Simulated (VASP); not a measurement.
Input of a VASP 6.6.1 run:

Contents of INCAR:

```
  PREC = Accurate
  ENCUT = 520
  EDIFF = 1E-7
  ISMEAR = -1
  SIGMA = 0.1
  LREAL = False
  LASPH = True
  NELM = 80
  ALGO = Normal
  ISIF = 2
  LWAVE = False
  LCHARG = False
  GGA = PE
  NBANDS = 20
```

Contents of KPOINTS:

```
Automatic mesh
0
Gamma
  18 18 18
```

POSCAR

```
Mn
1.0
    0.0000000000      2.4426911866      2.4426911866
    2.4426911866      0.0000000000      2.4426911866
    2.4426911866      2.4426911866      0.0000000000
Mn
2
Direct
    0.1250000000      0.1250000000      0.1250000000
    0.8750000000      0.8750000000      0.8750000000
```

Potentials or basis: VASP PAW PBE potentials, release 64 (Mn_pv).

Run with:

```sh
$ cat potpaw_PBE.64/Mn_pv/POTCAR > POTCAR
$ mpirun -np 1 vasp_std > vasp.out
```

Estimate the pressure.

7.1 GPa.

Estimate the band gap on the k mesh.

zero (bands 13 and 14 overlap by 0.71 eV).

Caveat: the cell stands under pressure; the run has no spin polarisation, though such a crystal can be magnetic. Spin polarisation is off, so any magnetic state and its effect on volume and gap are missing.
